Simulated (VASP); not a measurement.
Input of a VASP 6.6.1 run:

The input INCAR:

```
ALGO = Normal
EDIFF = 1E-6
ENCUT = 520
GGA = PS
ISIF = 2
ISMEAR = 0
LASPH = T
LCHARG = F
LREAL = F
LWAVE = F
NBANDS = 42
NELM = 60
PREC = Accurate
SIGMA = 0.1
```

The input KPOINTS:

```
k-points
0
Gamma
  12 12 6
```

File POSCAR:

```
VSi2
1.0
    4.4227210801      0.0000000000      0.0000000000
   -2.2113605401      3.8301888092      0.0000000000
    0.0000000000      0.0000000000      6.2126461244
V Si
3 6
Direct
    0.5000000000      0.0000000000      0.0000000000
    0.5000000000      0.5000000000      0.6666666667
    0.0000000000      0.5000000000      0.3333333333
    0.1635804611      0.3271609221      0.0000000000
    0.8364195389      0.1635804611      0.6666666667
    0.6728390779      0.8364195389      0.3333333333
    0.8364195389      0.6728390779      0.0000000000
    0.1635804611      0.8364195389      0.6666666667
    0.3271609221      0.1635804611      0.3333333333
```

Potentials or basis: VASP PAW PBE potentials, release 64 (V_sv, Si).

Launch:

```bash
$ cat potpaw_PBE.64/V_sv/POTCAR potpaw_PBE.64/Si/POTCAR > POTCAR
$ mpirun -np 1 vasp_std > vasp.out
```

Task: Estimate the pressure.

Result: 13.5 GPa.

Task: Predict the band gap on the k mesh.

Result: Zero (an odd number of electrons rules out a gap without spin polarisation).

Forces on the atoms (eV/Å):
```
V    0.000  0.000  0.000
V    0.000  0.000  0.000
V    0.000  0.000  0.000
Si   0.000  0.002  0.000
Si  -0.002  0.001  0.000
Si  -0.002 -0.001  0.000
Si   0.000 -0.002  0.000
Si   0.002 -0.001  0.000
Si   0.002  0.001  0.000
```

Caveat: the cell stands under pressure; the PAW data sets were made with another functional, which shifts forces and pressure a little.
